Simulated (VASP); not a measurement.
Set up this calculation in VASP 6.6.1, as the native input.

| Item | Value |
| --- | --- |
| Task | single point |
| Functional | PBE |
| Potentials or basis | VASP PAW PBE potentials, release 64 (Y_sv) |
| Cutoff | 520 eV |
| k mesh | 3 × 3 × 3 |
| Occupations | fermi-dirac, width 0.05 eV |
| Spin | no spin polarisation |
| Dipole correction | no |
| Further INCAR settings | ALGO = Normal; EDIFF = 1e-07; NBANDS = 48 |

The structure of Y (a cell with a defect) lies in POSCAR:

```
Y
1.0
    0.0000000000      5.0042020000      5.0042020000
    5.0042020000      0.0000000000      5.0042020000
    5.0042020000      5.0042020000      0.0000000000
Y
7
Direct
    0.0296968428      0.0648548959     -0.1074419058
   -0.0300139763     -0.0700499300      0.4900093961
    0.0001481755      0.4975008003      0.2519963223
    0.4998394349     -0.0025291745      0.0353613823
    0.4997874786     -0.0022564037      0.4675018115
    0.5690511694      0.5267223425      0.0121413964
    0.4311846324      0.4683811725      0.6104843490
```

The input as run:

INCAR

```
SYSTEM = Y
ALGO = Normal
EDIFF = 1E-7
ENCUT = 520
GGA = PE
ISIF = 2
ISMEAR = -1
LASPH = .True.
LCHARG = .True.
LELF = .True.
LREAL = .False.
LVHAR = .True.
LWAVE = .False.
NBANDS = 48
NELM = 100
PREC = Accurate
SIGMA = 0.05
```

KPOINTS

```
k-points
0
Gamma
  3 3 3
  0 0 0
```

Potentials or basis: VASP PAW PBE potentials, release 64 (Y_sv).

Command:

```console
$ cat potpaw_PBE.64/Y_sv/POTCAR > POTCAR
$ mpirun -np 1 vasp_std > vasp.out
```

Results of the run:

- Pressure: -2.7 GPa
- Largest force: 0.026 eV/Å
- Band gap on the k mesh: zero (an odd number of electrons rules out a gap without spin polarisation)

Caveat: the k points lie up to 0.36 Å⁻¹ apart, too coarse for converged energies and pressures of a metal.

Wall time 9.7 min on 1 thread of Intel Xeon 8259CL, with other jobs on the host, peak memory 0.45 GiB.
